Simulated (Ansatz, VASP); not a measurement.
# InAs5: VASP beside Ansatz

```
CELL_PARAMETERS angstrom
5.51334 0.00000 0.00000
-2.75667 4.77470 0.00000
0.00000 0.00000 5.05859
ATOMIC_POSITIONS crystal
In 0.00000 0.00000 0.00000
As 0.33333 0.66667 0.00000
As 0.66667 0.33333 0.00000
As 0.50000 0.00000 0.50000
As 0.50000 0.50000 0.50000
As 0.00000 0.50000 0.50000
```

Change from the starting cell: species swapped into the HoFe5 type (P6/mmm, No. 191).

Alike in both runs: functional PBE; k mesh 6 × 6 × 8; occupations gaussian, width 0.1 eV; no spin polarisation.

Ansatz relaxed the structure, and its values are those at the end. VASP's run is a single point on that final structure, the one shown.

|  | VASP | Ansatz |
| --- | --- | --- |
| version | VASP 6.6.1 | Ansatz 0.2.0 |
| potentials or method | VASP PAW PBE potentials, release 64 (In_d, As), cutoff 520 eV | scalar-relativistic, plane waves, PAW |
| valence electrons in the cell | 38 | 88 |

Ansatz gave:

| Property | Result |
| --- | --- |
| gap on the k mesh at the Fermi level (eV) | none |
| pressure (GPa) | 0.0 |

Q: Estimate VASP's values.

A: gap on the k mesh at the Fermi level (eV): none; pressure (GPa): 0.1.

A gap of «none» marks a metal or a gap that the smearing closes. With one functional, cell and mesh, what is left measures potentials, basis and numerics. VASP's potentials hold 38 valence electrons a cell and Ansatz's 88, so a difference there can come from the potentials and not from the codes.
